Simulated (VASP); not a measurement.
Wanted: the native input for a VASP 6.6.1 run.

| Item | Value |
| --- | --- |
| Task | single point |
| Functional | PBEsol |
| Potentials or basis | VASP PAW PBE potentials, release 64 (Cu) |
| Cutoff | 520 eV |
| k mesh | 20 × 20 × 20 |
| Occupations | gaussian, width 0.15 eV |
| Spin | no spin polarisation |
| Dipole correction | no |
| Further INCAR settings | ALGO = Fast; EDIFF = 1e-06; NBANDS = 18 |

The structure of Cu lies in POSCAR:

```
Cu
1.0
    1.3159407852     -4.2944882512      0.0000000000
    1.3159407852      4.2944882512      0.0000000000
    0.0000000000      0.0000000000      2.3764757026
Cu
2
Direct
    0.1338666500      0.8661333500      0.2500000000
    0.8661333500      0.1338666500      0.7500000000
```

This cell differs from its parent crystal: strain +0.080 along x and y, -0.040 along z.

These files were run (other wordings do the same):

INCAR

```
ALGO = Fast ; EDIFF = 1E-6
ENCUT = 520 ; GGA = PS
ISIF = 2 ; ISMEAR = 0
LASPH = True ; LCHARG = False
LREAL = False ; LWAVE = False
NBANDS = 18 ; NELM = 100
PREC = Accurate ; SIGMA = 0.15
```

KPOINTS

```
k-points
0
Gamma
  20 20 20
```

Potentials or basis: VASP PAW PBE potentials, release 64 (Cu).

Launch:

```bash
$ cat potpaw_PBE.64/Cu/POTCAR > POTCAR
$ mpirun -np 1 vasp_std > vasp.out
```

It gave:

* Pressure: -10.5 GPa
* Largest force: 0.143 eV/Å
* Band gap on the k mesh: zero (bands 11 and 12 overlap by 5.55 eV)

Caveat: the cell differs from its parent crystal (strain +0.080 along x and y, -0.040 along z); the cell stands under tension; the PAW data sets were made with another functional, which shifts forces and pressure a little.

Run time: 6.6 min on 1 thread of Intel(R) Xeon(R) Platinum 8559C (Emerald Rapids), with other jobs on the host, peak memory 0.56 GiB.
